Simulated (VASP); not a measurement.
CO2, 12 atoms in the cell. The structure is monoclinic, space group P2_1/c (No. 14). Conventional cell: a = 6.062 Å, b = 6.058 Å, c = 6.123 Å, α = 90.00°, β = 94.27°, γ = 90.00°. C (site symmetry -1) has 2 O at 1.14 Å within 1.5 Å. Within 1.6 Å of C (site symmetry -1) lie 2 O at 1.20 Å. Within 1.5 Å of O (site symmetry 1) lie 1 C at 1.14 Å. O (site symmetry 1) has 1 C at 1.20 Å within 1.6 Å.  This cell differs from its parent crystal: engineering shear strain xz -0.0750, normal strain along z +0.0100.

```yaml
Program: VASP 6.6.1
Task: single point
Functional: PBE
Potentials_or_basis: VASP PAW PBE potentials, release 64 (C, O)
Cutoff: 520 eV
k_mesh: 4 × 4 × 4
Occupations: gaussian, width 0.05 eV
Spin: no spin polarisation
Dipole_correction: no
Further_INCAR_settings: ALGO = Normal; EDIFF = 1e-06; NBANDS = 44
```

Potentials or basis: VASP PAW PBE potentials, release 64 (C, O).

Launch:

```console
$ cat potpaw_PBE.64/C/POTCAR potpaw_PBE.64/O/POTCAR > POTCAR
$ mpirun -np 1 vasp_std > vasp.out
```

Hardware: 1 thread of AMD EPYC 9R45 96-Core Processor (Zen 5), on a shared host.

Problem. Estimate the wall time of this run.

Solution. Wall time 2.3 min on 1 thread of AMD EPYC 9R45 96-Core Processor (Zen 5) (shared host), peak memory 0.4 GiB. Counts: scf iterations 14, k points 30.
